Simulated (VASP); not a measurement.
A run of VASP 6.6.1:

File POSCAR:

```
Te
1.0
    2.2289327077      1.2868748988      1.8231499703
   -2.2289327077      1.2868748988      1.8231499703
    0.0000000000     -2.5737497976      1.8231499703
Te
1
Direct
    0.5000000000      0.5000000000      0.5000000000
```

File INCAR.step1:

```
SYSTEM = Te
PREC = Accurate
ENCUT = 520
EDIFF = 1E-5
ISMEAR = -1
SIGMA = 0.1
LREAL = .False.
LASPH = .True.
NELM = 150
ALGO = Normal
ISIF = 2
LWAVE = .True.
LCHARG = .False.
LNONCOLLINEAR = .True.
MAGMOM = 0 0 0
LORBIT = 11
LSORBIT = .True.
GGA_COMPAT = .False.
LORBMOM = .True.
NBANDS = 17
GGA = PE
```

Contents of INCAR.step2:

```
SYSTEM = Te
PREC = Accurate
ENCUT = 520
EDIFF = 1E-7
ISMEAR = -1
SIGMA = 0.1
LREAL = .False.
LASPH = .True.
NELM = 150
ALGO = Normal
ISIF = 2
LWAVE = .False.
LCHARG = .False.
LNONCOLLINEAR = .True.
MAGMOM = 0 0 0
LORBIT = 11
LSORBIT = .True.
GGA_COMPAT = .False.
LORBMOM = .True.
GGA = B3
LHFCALC = .True.
AEXX = 0.2
AGGAX = 0.72
AGGAC = 0.81
ALDAC = 0.19
PRECFOCK = Normal
IVDW = 13
NBANDS = 17
ISTART = 1
```

KPOINTS

```
Automatic mesh
0
Gamma
  5 5 5
  0 0 0
```

Potentials or basis: VASP PAW PBE potentials, release 64 (Te).

Run with:

```console
$ cat potpaw_PBE.64/Te/POTCAR > POTCAR
$ cp INCAR.step1 INCAR
$ mpirun -np 1 vasp_ncl > vasp.out
$ cp INCAR.step2 INCAR
$ mpirun -np 1 vasp_ncl > vasp.out
```

Hardware: 1 thread of AMD EPYC 7R43 64-Core Processor (Zen 3), with other jobs on the host.

How long does it take, and how much memory?

Run time: 39 min on 1 thread of AMD EPYC 7R43 64-Core Processor (Zen 3), with other jobs on the host, peak memory 0.18 GiB. Counts: k points 19.
